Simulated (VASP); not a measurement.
Input of a VASP 6.6.1 run:

POSCAR

```
MoS2
1.0
    3.1842713585      0.0000000000      0.0000000000
   -1.5921356792      2.7576598890      0.0000000000
    0.0000000000      0.0000000000     28.4188140530
Mo S
3 6
Direct
    0.6666666667      0.3333333333      0.0000000000
    0.3333333333      0.6666666667      0.7714360451
    0.3333333333      0.6666666667      0.2285639549
    0.3333333333      0.6666666667      0.0537577053
    0.6666666667      0.3333333333      0.8251982192
    0.6666666667      0.3333333333      0.2822999051
    0.3333333333      0.6666666667      0.9444828969
    0.6666666667      0.3333333333      0.7159406971
    0.6666666667      0.3333333333      0.1730423830
```

Contents of INCAR.step1:

```
PREC = Accurate
ENCUT = 520
ISMEAR = 0
SIGMA = 0.05
LREAL = F
LASPH = T
NELM = 80
NBANDS = 49
GGA = PE
ALGO = Normal
EDIFF = 1E-4
LWAVE = T
LCHARG = F
```

The input INCAR.step2:

```
PREC = Accurate
ENCUT = 520
EDIFF = 1E-6
ISMEAR = 0
SIGMA = 0.05
LREAL = F
LASPH = T
NELM = 80
ALGO = Normal
ISIF = 2
LWAVE = F
LCHARG = F
METAGGA = R2SCAN
LMIXTAU = T
NBANDS = 49
ISTART = 1
```

File KPOINTS:

```
Automatic mesh
0
Gamma
  12 12 1
```

Potentials or basis: VASP PAW PBE potentials, release 64 (Mo_sv, S).

Run with:

```console
$ cat potpaw_PBE.64/Mo_sv/POTCAR potpaw_PBE.64/S/POTCAR > POTCAR
$ cp INCAR.step1 INCAR
$ mpirun -np 1 vasp_std > vasp.out
$ cp INCAR.step2 INCAR
$ mpirun -np 1 vasp_std > vasp.out
```

(1) Predict the band gap on the k mesh.

(2) Predict the largest force.

## Answers

(1) 1.24 eV (least direct gap 1.71 eV).

(2) 0.779 eV/Å.

Caveat: the cell differs from its parent crystal (all S atoms moved +0.025 Å, as atom 4 towards its neighbour atom 7 (S) at 3.105 Å); there is no dipole correction, which matters where the two faces differ; the PAW data sets were made with another functional, which shifts forces and pressure a little.
